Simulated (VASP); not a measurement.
**GaAs: single point with PBE**

GaAs:

```xyz
8
Lattice="0.0000 0.0000 3.8340 6.3591 0.0000 0.0000 0.0000 6.3591 0.0000" Properties=species:S:1:pos:R:3 pbc="T T T"
Ga    1.5898    1.5898    1.9170
Ga    1.5898    4.7694    1.9170
Ga    4.7694    1.5898    1.9170
Ga    4.7694    4.7694    1.9170
As    0.0000    3.1796    0.0000
As    0.0000    0.0000    0.0000
As    3.1796    3.1796    0.0000
As    3.1796    0.0000    0.0000
```

* Program: VASP 6.6.1
* Task: single point
* Functional: PBE
* Potentials or basis: VASP PAW PBE potentials, release 64 (Ga_d, As)
* Cutoff: 520 eV
* k mesh: 6 × 4 × 4
* Occupations: gaussian, width 0.1 eV
* Spin: no spin polarisation

```json
{
 "Pressure": "0.0 GPa",
 "Band gap on the k mesh": "zero (band 36 reaches 6.81 eV, above the bottom of band 37 at 5.14 eV)"
}
```

Stress tensor (GPa, compression positive):
```
 0.18  0.00  0.00
 0.00  0.18  0.00
 0.00  0.00 -0.31
```

Levels at points of the mesh, in eV from the Fermi level:
```tsv
k point	band 33	band 34	band 35	band 36	band 37	band 38	band 39	band 40
(0.00, 0.00, 0.00)	-0.30	0.58	0.58	1.01	1.10	1.10	1.45	1.45
(0.50, 0.00, 0.00)	-3.06	-2.23	-1.79	-0.66	-0.66	0.07	1.80	1.80
(0.00, 0.50, 0.00)	-0.94	-0.94	-0.17	-0.17	0.25	0.25	1.34	1.34
(0.50, 0.50, 0.00)	-2.71	-2.71	-0.58	-0.58	-0.58	-0.58	2.30	2.30
(0.00, 0.50, 0.50)	-1.19	-1.19	-1.19	-1.19	0.74	0.74	0.74	0.74
(0.50, 0.50, 0.50)	-1.40	-1.40	-1.40	-1.40	-0.31	-0.31	-0.31	-0.31
```

It took 2.5 min on 1 thread of Intel(R) Xeon(R) Platinum 8488C (Sapphire Rapids), on a shared host, peak memory 0.32 GiB.
